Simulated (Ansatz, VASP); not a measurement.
**BiTe: VASP beside Ansatz**

File INCAR:

```
SYSTEM = BiTe
PREC = Accurate ; ENCUT = 500
EDIFF = 1E-6 ; ISMEAR = 0
SIGMA = 0.15 ; LREAL = .False.
LASPH = .True. ; NELM = 120
ALGO = Normal ; ISIF = 2
LWAVE = .False. ; LCHARG = .True.
GGA = PS ; LELF = .True.
LVHAR = .True. ; NBANDS = 18
GGA_COMPAT = .False.
```

KPOINTS

```
regular mesh
0
Gamma
  14 14 14
  0 0 0
```

File POSCAR:

```
BiTe
1.0
    0.0000000000      3.2188250000      3.2188250000
    3.2350000000     -0.0161750000      3.2350000000
    3.2350000000      3.2350000000     -0.0161750000
Bi Te
1 1
Direct
    0.0000000000      0.0000000000      0.0000000000
    0.5000000000      0.5000000000      0.5000000000
```

Input for Ansatz:

```yaml
crystal:
  lattice:
    - [0.0, 3.218825, 3.218825]
    - [3.235, -0.016175, 3.235]
    - [3.235, 3.235, -0.016175]
  atoms:
    - { symbol: Bi, position: [0.0, 0.0, 0.0] }
    - { symbol: Te, position: [0.5, 0.5, 0.5] }
basis:
  ecutwfc: 420
kpoints:
  mp_grid: { grid: [14, 14, 14] }
hamiltonian:
  xc: pbesol
scf:
  occupations: { method: gaussian, width: 0.15 }
output:
  forces: true
  stress: true
  eigenvalues: true
  write_density: true
  write_potential: true
  elf: true
  volumetric_format: npy
```

Change from the starting cell: strain -0.0100 x Voigt [0, 0, 0, 1, 0, 0], atoms carried along.

Alike in both runs: task single point; functional PBEsol; k mesh 14 × 14 × 14; occupations gaussian, width 0.15 eV; no spin polarisation.

|  | VASP | Ansatz |
| --- | --- | --- |
| version | VASP 6.6.1 | Ansatz 0.2.0 |
| potentials or method | VASP PAW PBE potentials, release 64 (Bi_d, Te), cutoff 500 eV | scalar-relativistic, plane waves, PAW |
| valence electrons in the cell | 21 | 31 |

```tsv
	VASP	Ansatz	Ansatz less VASP
gap on the k mesh at the Fermi level (eV)	none	none	-
pressure (GPa)	-1.7	-1.7	+0.02
```

VASP's potentials were made for PBE, not for PBEsol. A gap of «none» marks a metal or a gap that the smearing closes. With one functional, cell and mesh, what is left measures potentials, basis and numerics. VASP's potentials hold 21 valence electrons a cell and Ansatz's 31, so a difference there can come from the potentials and not from the codes.

Neither program's run includes spin-orbit coupling.
